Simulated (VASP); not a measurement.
Runs of VASP 6.6.1 on La. The structure is that of space group Fd-3m (No. 227), or close to it. The cells are those of the table. This isn't the form of La at room conditions, which is double hcp.

| task | cell | gap on the mesh (eV) | pressure (GPa) |
| --- | --- | --- | --- |
| relaxation of cell and atoms | relaxed to 15 GPa from a = 5.162 Å, angles 60.0°, 2 atoms | none | 15.0 |
| single point | a = 4.422 Å, angles 60.0°, 2 atoms | none | 15.0 |
| single point | a = 4.271 Å, angles 60.0°, 2 atoms | none | (a) |
| single point | a = 4.723 Å, angles 60.0°, 2 atoms | none | 0.0 |
| relaxation of cell and atoms | relaxed to 30 GPa from a = 5.162 Å, angles 60.0°, 2 atoms | none | 30.0 |
| single point | a = 4.166 Å, angles 60.0°, 2 atoms | none | 45.3 |
| relaxation of cell and atoms | relaxed from a = 5.162 Å, angles 60.0°, 2 atoms | none | 0.1 |

Alike in all rows: level PBE; potentials or basis VASP PAW PBE potentials, release 64 (La); no spin polarisation; k mesh 5 × 5 × 5; cutoff (eV) 500; smearing fermi-dirac 0.05 eV.

Problem. Estimate the missing entries.

Solution. (a) 30.2.

Caveats: some runs use coarse meshes; spin-orbit coupling is left out, which moves the levels of the heavy elements; the cell is relaxed towards a set pressure, so the run minimises the enthalpy, not the energy (at least some runs); the cell stands under pressure (at least some runs).

A k mesh can miss the band edges, and the runs leave out spin-orbit coupling on La.

A gap of «none» marks levels without a gap at the run's occupations.
